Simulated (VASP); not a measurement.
Wanted: the native input for a VASP 6.6.1 run.

* Task: single point
* Functional: PBE
* Potentials or basis: VASP PAW PBE potentials, release 64 (Cs_sv, Ag, O)
* Cutoff: 520 eV
* k mesh: 3 × 3 × 4
* Occupations: gaussian, width 0.1 eV
* Spin: no spin polarisation
* Dipole correction: no
* Further INCAR settings: ALGO = Normal; EDIFF = 1e-06; NBANDS = 36

The structure of CsAg3O2 lies in POSCAR:

```
CsAg3O2
1.0
    6.0022942775      0.0000000000      0.0000000000
   -3.0011471388      5.1981393253      0.0000000000
    0.0000000000      0.0000000000      3.5352487137
Cs Ag O
1 3 2
Direct
    0.0000000000      0.0000000000      0.0000000000
    0.0000000000      0.5000000000      0.5000000000
    0.5000000000      0.5000000000      0.5000000000
    0.5000000000      0.0000000000      0.5000000000
    0.6666666667      0.3333333333      0.0000000000
    0.3333333333      0.6666666667      0.0000000000
```

These files were run (other wordings do the same):

INCAR

```
SYSTEM = CsAg3O2
  ALGO = Normal
  EDIFF = 1E-6
  ENCUT = 520
  GGA = PE
  ISIF = 2
  ISMEAR = 0
  LASPH = .True.
  LCHARG = .False.
  LREAL = .False.
  LWAVE = .False.
  NBANDS = 36
  NELM = 60
  PREC = Accurate
  SIGMA = 0.1
```

KPOINTS

```
k-points
0
Gamma
  3 3 4
  0 0 0
```

Potentials or basis: VASP PAW PBE potentials, release 64 (Cs_sv, Ag, O).

Command:

```bash
$ cat potpaw_PBE.64/Cs_sv/POTCAR potpaw_PBE.64/Ag/POTCAR potpaw_PBE.64/O/POTCAR > POTCAR
$ mpirun -np 1 vasp_std > vasp.out
```

It gave:

```
Pressure : 0.0 GPa
```

Caveat: the k points lie up to 0.44 Å⁻¹ apart.

It took 16 s on 1 thread of Intel(R) Xeon(R) Platinum 8559C (Emerald Rapids), on a shared host, peak memory 0.24 GiB.
